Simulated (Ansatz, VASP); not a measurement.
NaH: VASP beside Ansatz

```
Na H
1.0
     2.93239    0.00000    0.00000
     0.00000    2.93239    0.00000
     0.00000    0.00000    2.93239
Na H
1 1
Direct
  0.00000 0.00000 0.00000
  0.50000 0.50000 0.50000
```

Alike in both runs: task single point; functional HSE06; dispersion D3(BJ); k mesh 4 × 4 × 4; no spin polarisation.

|  | VASP | Ansatz |
| --- | --- | --- |
| version | VASP 6.6.1 | Ansatz 0.2.0 |
| potentials or method | VASP PAW PBE potentials, release 64 (Na_pv, H) | plane waves |
| plane-wave cutoff (eV) | 520 | 420 |
| occupations | gaussian, width 0.01 eV | fixed |
| valence electrons in the cell | 8 | 10 |

Ansatz gave:

| Quantity | Value |
| --- | --- |
| gap on the k mesh at the Fermi level (eV) | 1.88 |
| pressure (GPa) | -2.2 |

Estimate VASP's values.

gap on the k mesh at the Fermi level (eV): 1.89; pressure (GPa): -2.2.

VASP's potentials hold 8 valence electrons a cell and Ansatz's 10, so a difference there can come from the potentials and not from the codes. Ansatz's warnings: stress exchange threshold loose, stress scf threshold loose.

The k mesh is coarse, so the values compare programs but aren't converged.
